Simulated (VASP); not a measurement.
# AlN (P6_3mc) in VASP: further runs, part 2 of 3

VASP 6.6.1.

## Step 4: Single point, PBEsol (atoms moved along the polar distortion)

The input, INCAR:

```
PREC = Accurate
ENCUT = 520
EDIFF = 1E-6
ISMEAR = 0
SIGMA = 0.01
LREAL = F
LASPH = T
NELM = 60
ALGO = Normal
ISIF = 2
LWAVE = F
LCHARG = T
GGA = PS
LELF = T
LVHAR = T
NBANDS = 16
```

The input, KPOINTS:

```
regular mesh
0
Gamma
  12 12 8
```

The input, POSCAR:

```
AlN
1.0
    3.1135697640      0.0000000000      0.0000000000
   -1.5567848820      2.6964305121      0.0000000000
    0.0000000000      0.0000000000      4.9831404555
Al N
2 2
Direct
    0.3333333333      0.6666666667     -0.0000054712
    0.6666666667      0.3333333333      0.4999945288
    0.3333333333      0.6666666667      0.3820054712
    0.6666666667      0.3333333333      0.8820054712
```

Potentials or basis: VASP PAW PBE potentials, release 64 (Al, N).

Launch:

```console
cat potpaw_PBE.64/Al/POTCAR potpaw_PBE.64/N/POTCAR > POTCAR
mpirun -np 1 vasp_std > vasp.out
```

OUTCAR:

```text
PREC = Accurate
   ENCUT = 520
   EDIFF = 1E-6
   ISMEAR = 0
   LREAL = F
   LASPH = T
   NELM = 60
   ISIF = 2
   GGA = PS

 ion  position               nearest neighbor table
   1  0.333  0.667  1.000-   4 1.89   4 1.89   4 1.89   3 1.90   2 3.07   2 3.07   2 3.07   2 3.07
                             2 3.07   2 3.07
   2  0.667  0.333  0.500-   3 1.89   3 1.89   3 1.89   4 1.90   1 3.07   1 3.07   1 3.07   1 3.07
                             1 3.07   1 3.07
   3  0.333  0.667  0.382-   2 1.89   2 1.89   2 1.89   1 1.90
   4  0.667  0.333  0.882-   1 1.89   1 1.89   1 1.89   2 1.90

  LATTYP: Found a hexagonal cell.
 ALAT       =     3.1135697640
 C/A-ratio  =     1.6004589051

  Lattice vectors:

 A1 = (   3.1135697640,   0.0000000000,   0.0000000000)
 A2 = (  -1.5567848820,   2.6964305121,   0.0000000000)
 A3 = (   0.0000000000,   0.0000000000,   4.9831404555)

Analysis of symmetry for initial positions (statically):
=====================================================================
 Subroutine PRICEL returns:
 Original cell was already a primitive cell.

 Routine SETGRP: Setting up the symmetry group for a
 hexagonal supercell.

 Subroutine GETGRP returns: Found 12 space group operations
 (whereof  6 operations were pure point group operations)
 out of a pool of 24 trial point group operations.

The static configuration has the point symmetry C_3v.
 The point group associated with its full space group is C_6v.

Analysis of symmetry for dynamics (positions and initial velocities):
=====================================================================
 Subroutine PRICEL returns:
 Original cell was already a primitive cell.

 Routine SETGRP: Setting up the symmetry group for a
 hexagonal supercell.

 Subroutine GETGRP returns: Found 12 space group operations
 (whereof  6 operations were pure point group operations)
 out of a pool of 24 trial point group operations.

The dynamic configuration has the point symmetry C_3v.
 The point group associated with its full space group is C_6v.

 Subroutine INISYM returns: Found 12 space group operations
 (whereof  6 operations are pure point group operations),
 and found     1 'primitive' translations

----------------------------------------------------------------------------------------

                                     Primitive cell

  volume of cell :      41.8361

  direct lattice vectors                    reciprocal lattice vectors
     3.113569764  0.000000000  0.000000000     0.321174753  0.185430330  0.000000000
    -1.556784882  2.696430512  0.000000000     0.000000000  0.370860660  0.000000000
     0.000000000  0.000000000  4.983140456     0.000000000  0.000000000  0.200676663

  length of vectors
     3.113569764  3.113569764  4.983140456     0.370860660  0.370860660  0.200676663

  position of ions in fractional coordinates (direct lattice)
     0.333333333  0.666666667  0.999994529
     0.666666667  0.333333333  0.499994529
     0.333333333  0.666666667  0.382005471
     0.666666667  0.333333333  0.882005471

  ion indices of the primitive-cell ions
   primitive index   ion index
                 1           1
                 2           2
                 3           3
[... 29 lines left out ...]
            Coordinates               Weight
  0.000000  0.000000  0.000000      1.000000
  0.083333  0.000000  0.000000      6.000000
  0.166667  0.000000  0.000000      6.000000
  0.250000  0.000000  0.000000      6.000000
  0.333333 -0.000000  0.000000      6.000000
  0.416667 -0.000000  0.000000      6.000000
[... 16 lines left out ...]
  0.250000  0.000000  0.125000     12.000000
  0.333333 -0.000000  0.125000     12.000000
 [... further k-points ...]
   k-points           NKPTS =     95   k-points in BZ     NKDIM =     95   number of bands    NBANDS=     16
   number of dos      NEDOS =    301   number of ions     NIONS =      4
   total plane-waves  NPLWV =  23040
   dimension x,y,z NGX =    24 NGY =   24 NGZ =   40
   dimension x,y,z NGXF=    48 NGYF=   48 NGZF=   80
   ions per type =               2   2
   NGX,Y,Z   is equivalent  to a cutoff of  12.81, 12.81, 13.34 a.u.
   NGXF,Y,Z  is equivalent  to a cutoff of  25.63, 25.63, 26.69 a.u.
 SYSTEM =  unknown system
   PREC   = accura    normal or accurate (medium, high low for compatibility)
   ISTART =      0    job   : 0-new  1-cont  2-samecut
   ICHARG =      2    charge: 1-file 2-atom 10-const
   ISPIN  =      1    spin polarized calculation?
   LNONCOLLINEAR =      F non collinear calculations
   LSORBIT =      F    spin-orbit coupling
   LASPH  =      T    aspherical Exc in radial PAW
   ENCUT  =  520.0 eV  38.22 Ry    6.18 a.u.   5.79  5.79  9.27*2*pi/ulx,y,z
   NELM   =     60;   NELMIN=  2; NELMDL= -5     # of ELM steps
   EDIFF  = 0.1E-05   stopping-criterion for ELM
   LREAL  =      F    real-space projection
   EDIFFG = 0.1E-04   stopping-criterion for IOM
   NSW    =      0    number of steps for IOM
   IBRION =     -1    ionic relax: 0-MD 1-quasi-New 2-CG
   NFREE  =      0    steps in history (QN), initial steepest desc. (CG)
   ISIF   =      2    stress and relaxation
   ISYM   =      2    0-nonsym 1-usesym 2-fastsym
   POTIM  = 0.5000    time-step for ionic-motion
   TEBEG  =    0.0;   TEEND  =   0.0 temperature during run
   PSTRESS=    0.0 pullay stress
   NELECT =      16.0000    total number of electrons
   NUPDOWN=      -1.0000    fix difference up-down
   EMIN   =  10.00;   EMAX   =-10.00  energy-range for DOS
   EFERMI =   0.00;   METHOD = LEGACY
   ISMEAR =     0;   SIGMA  =   0.01  broadening in eV -4-tet -1-fermi 0-gaus
   EFERMI_NEDOS =   21; number of points for ismear=-14 and -15
   IALGO  =     38    algorithm
   IMIX   =      4    mixing-type and parameters
     AMIX     =   0.40;   BMIX     =  1.00
     AMIX_MAG =   1.60;   BMIX_MAG =  1.00
  volume/ion in A,a.u.               =      10.46        70.58
  Fermi-wavevector in a.u.,A,eV,Ry     =   1.188314  2.245588 19.212649  1.412090
  Thomas-Fermi vector in A             =   2.324446
   LORBIT       =      0    0 simple, 1 ext, 2 COOP (PROOUT), +10 PAW based schemes
   GGA     = PS    functional components
   LHFCALC =     F    Hartree Fock is set to
   AEXX    =    0.0000 exact exchange contribution
   IVDW    =     0    specifies the selected vdW correction
   LEPSILON=     F    determine dielectric tensor
   LRPA    =     F    only Hartree local field effects (RPA)
 non-spin polarized calculation
 Gauss-broadening in eV      SIGMA  =   0.01
  energy-cutoff  :      520.00
  volume of cell :       41.84
 maximum number of plane-waves:      1152
 NGX is ok and might be reduce to    24
   NGX = 11   NGY = 11   NGZ = 19

 number of electron      15.9999997 magnetization

 Free energy of the ion-electron system (eV)
  ---------------------------------------------------
  ext. energy  EPLUGINS =         0.00000000
  ---------------------------------------------------
  free energy    TOTEN  =       -31.31242814 eV

  energy without entropy =      -31.31242814  energy(sigma->0) =      -31.31242814

 E-fermi :   6.1417     XC(G=0): -11.1004

 val. band max:        6.0537467771   @ k =   0.0000   0.0000   0.0000
 cond. band min:      10.1660125819   @ k =   0.0000   0.0000   0.0000
 fundamental gap:      4.1122658048
 Fermi energy:         6.1416919359

 k-point     1 :       0.0000    0.0000    0.0000
  band No.  band energies     occupation
      1      -9.1098      2.00000
      2      -6.9293      2.00000
      3       0.0020      2.00000
      4       5.1747      2.00000
      5       5.1747      2.00000
      6       5.8290      2.00000
[... 433 lines left out ...]
      3       1.1736      2.00000
      4       1.9985      2.00000
      5       2.6421      2.00000
      6       4.2266      2.00000
[... 8 lines left out ...]
     15      18.3075      0.00000
     16      20.2625      0.00000

 [... further k-points ...]

------------------------ aborting loop because EDIFF is reached ----------------------------------------

  FORCE on cell =-STRESS in cart. coord.  units (eV):
  Direction    XX          YY          ZZ          XY          YZ          ZX
  --------------------------------------------------------------------------------------
  -------------------------------------------------------------------------------------
  Total       -0.0040156     -0.0040156     -0.0056030      0.0000000      0.0000000      0.0000000
  in kB       -0.1537845     -0.1537845     -0.2145756      0.0000000      0.0000000      0.0000000
  external PRESSURE =      -0.1740482 kB  Pullay stress =       0.0000000 kB

 VOLUME and BASIS-vectors are now :
 -----------------------------------------------------------------------------
  energy-cutoff  :      520.00
  volume of cell :       41.84
      direct lattice vectors                 reciprocal lattice vectors
     3.113569764  0.000000000  0.000000000     0.321174753  0.185430330  0.000000000
    -1.556784882  2.696430512  0.000000000     0.000000000  0.370860660  0.000000000
     0.000000000  0.000000000  4.983140456     0.000000000  0.000000000  0.200676663

 POSITION                                       TOTAL-FORCE (eV/Angst)
 -----------------------------------------------------------------------------------
     -0.00000      1.79762      4.98311        -0.000000     -0.000000      0.001036
      1.55678      0.89881      2.49154         0.000000     -0.000000      0.001036
     -0.00000      1.79762      1.90359         0.000000      0.000000     -0.001036
      1.55678      0.89881      4.39516        -0.000000     -0.000000     -0.001036
 -----------------------------------------------------------------------------------
    total drift:                               -0.000000      0.000000      0.000644

  FREE ENERGIE OF THE ION-ELECTRON SYSTEM (eV)
  ---------------------------------------------------
  free  energy   TOTEN  =       -31.3124281416 eV

  energy  without entropy=      -31.3124281416  energy(sigma->0) =      -31.31242814
```

Run time: 71 s. Hardware: 1 thread of Intel Xeon 8259CL, shared host; peak memory 0.19 GiB.

Results:

| Property | Result |
| --- | --- |
| Free energy | -31.3124 eV |
| Pressure | 0.0 GPa |
| Band gap on the k mesh | 4.11 eV |

Caveat: the cell differs from its parent crystal (atoms moved along the polar distortion); the PAW data sets were made with another functional, which shifts forces and pressure a little.

## Step 5: Single point, PBEsol (atoms moved along the polar distortion)

The input, INCAR:

```
SYSTEM = AlN
ALGO = Normal ; EDIFF = 1E-7
ENCUT = 520 ; GGA = PS
ISIF = 2 ; ISMEAR = 0
LASPH = .True. ; LCHARG = .False.
LREAL = .False. ; LWAVE = .False.
NBANDS = 16 ; NELM = 80
PREC = Accurate ; SIGMA = 0.01
```

The input, KPOINTS:

```
k-points
0
Gamma
  12 12 8
  0 0 0
```

The input, POSCAR:

```
AlN
1.0
    3.1135697640      0.0000000000      0.0000000000
   -1.5567848820      2.6964305121      0.0000000000
    0.0000000000      0.0000000000      4.9831404555
Al N
2 2
Direct
    0.3333333333      0.6666666667     -0.0088546505
    0.6666666667      0.3333333333      0.4911453495
    0.3333333333      0.6666666667      0.3908546505
    0.6666666667      0.3333333333      0.8908546505
```

Potentials or basis: VASP PAW PBE potentials, release 64 (Al, N).

Launch:

```console
cat potpaw_PBE.64/Al/POTCAR potpaw_PBE.64/N/POTCAR > POTCAR
mpirun -np 1 vasp_std > vasp.out
```

OUTCAR:

```text
SYSTEM = AlN
   EDIFF = 1E-7
   ENCUT = 520
   GGA = PS
   ISIF = 2
   ISMEAR = 0
   LASPH = .True.
   LREAL = .False.
   NELM = 80
   PREC = Accurate

 ion  position               nearest neighbor table
   1  0.333  0.667  0.991-   4 1.87   4 1.87   4 1.87   3 1.99   2 3.07   2 3.07   2 3.07   2 3.07
                             2 3.07   2 3.07
   2  0.667  0.333  0.491-   3 1.87   3 1.87   3 1.87   4 1.99   1 3.07   1 3.07   1 3.07   1 3.07
                             1 3.07   1 3.07
[... 663 lines left out ...]
  --------------------------------------------------------------------------------------
  -------------------------------------------------------------------------------------
  Total        1.0281853      1.0281853     -1.6701328      0.0000000      0.0000000     -0.0000000
  in kB       39.3759467     39.3759467    -63.9603204      0.0000000      0.0000000     -0.0000000
  external PRESSURE =       4.9305243 kB  Pullay stress =       0.0000000 kB

 VOLUME and BASIS-vectors are now :
 -----------------------------------------------------------------------------
  energy-cutoff  :      520.00
  volume of cell :       41.84
      direct lattice vectors                 reciprocal lattice vectors
     3.113569764  0.000000000  0.000000000     0.321174753  0.185430330  0.000000000
    -1.556784882  2.696430512  0.000000000     0.000000000  0.370860660  0.000000000
     0.000000000  0.000000000  4.983140456     0.000000000  0.000000000  0.200676663

 POSITION                                       TOTAL-FORCE (eV/Angst)
 -----------------------------------------------------------------------------------
     -0.00000      1.79762      4.93902        -0.000000     -0.000000      0.853052
      1.55678      0.89881      2.44745         0.000000     -0.000000      0.853052
     -0.00000      1.79762      1.94768         0.000000      0.000000     -0.853052
      1.55678      0.89881      4.43925         0.000000      0.000000     -0.853052
 -----------------------------------------------------------------------------------
    total drift:                               -0.000000      0.000000      0.000208

  FREE ENERGIE OF THE ION-ELECTRON SYSTEM (eV)
  ---------------------------------------------------
  free  energy   TOTEN  =       -31.2299670951 eV

  energy  without entropy=      -31.2299670951  energy(sigma->0) =      -31.22996710
```

It took 88 s on 1 thread of Intel Xeon 8259CL, shared host; peak memory 0.19 GiB.

What came out:

```
Free energy            : -31.2300 eV
Pressure               : 0.5 GPa
Largest force          : 0.853 eV/Å
Band gap on the k mesh : 3.84 eV
```

Forces in eV/Å, atoms in the order of the input:
```
Al   0.000  0.000  0.853
Al   0.000  0.000  0.853
N    0.000  0.000 -0.853
N    0.000  0.000 -0.853
```

Stress tensor (GPa, compression positive):
```
 3.94  0.00  0.00
 0.00  3.94  0.00
 0.00  0.00 -6.40
```

Levels at points of the mesh, in eV from the valence-band top:
| k point | band 4 | band 5 | band 6 | band 7 | band 8 | band 9 | band 10 | band 11 | band 12 | band 13 |
| --- | --- | --- | --- | --- | --- | --- | --- | --- | --- | --- |
| (0.00, 0.00, 0.00) | -1.28 | -1.28 | -0.62 | -0.62 | 0.00 | 3.84 | 6.33 | 10.39 | 10.71 | 10.71 |
| (0.50, 0.00, 0.00) | -4.55 | -3.53 | -2.48 | -1.91 | -1.08 | 5.45 | 5.55 | 7.72 | 9.83 | 10.62 |
| (0.00, 0.00, 0.50) | -3.51 | -0.96 | -0.96 | -0.96 | -0.96 | 6.20 | 6.20 | 9.93 | 9.93 | 11.04 |
| (0.50, 0.00, 0.50) | -5.95 | -1.86 | -1.86 | -1.52 | -1.52 | 4.96 | 4.96 | 8.70 | 8.70 | 11.39 |

Caveat: the cell differs from its parent crystal (atoms moved along the polar distortion); the stress differs along the axes, from -6 to 4 GPa; the PAW data sets were made with another functional, which shifts forces and pressure a little.

(Continued in part 3 of 3.)
